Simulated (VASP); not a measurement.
Runs of VASP 6.6.1 on SnTe. The structure is that of space group R-3m (No. 166), or close to it. The cells are those of the table. 

```tsv
level	spin	cell	gap on the mesh (eV)	pressure (GPa)
r2SCAN	off	a = 4.561 Å, angles 57.3°, 2 atoms	none	1.2
PBE	off	a = 4.427 Å, angles 64.0°, 2 atoms	none	-0.7
r2SCAN	off	a = 4.576 Å, angles 56.5°, 2 atoms	none	(a)
r2SCAN	off	a = 4.458 Å, angles 62.8°, 2 atoms	none	(b)
PBE	off	a = 4.458 Å, angles 62.8°, 2 atoms	none	-0.5
r2SCAN	non-collinear, zero start, SOC	a = 4.427 Å, angles 64.0°, 2 atoms	-	-1.4
r2SCAN	off	a = 4.427 Å, angles 64.0°, 2 atoms	none	-1.4
```

Alike in all rows: task single point; potentials or basis VASP PAW PBE potentials, release 64 (Sn_d, Te); k mesh 8 × 8 × 8; cutoff (eV) 520; smearing fermi-dirac 0.02 eV.

Problem. Fill in the values left out.

Solution. (a) 1.8; (b) -1.2.

Caveats: semilocal functionals underestimate gaps, and a narrow one can read as zero (at least some runs); spin-orbit coupling is left out, which moves the levels of the heavy elements (at least some runs); the PAW data sets were made with another functional, which shifts forces and pressure a little (at least some runs).

A k mesh can miss the band edges, and rows without SOC leave out spin-orbit coupling on Sn, Te.

A gap of «none» marks levels without a gap at the run's occupations.
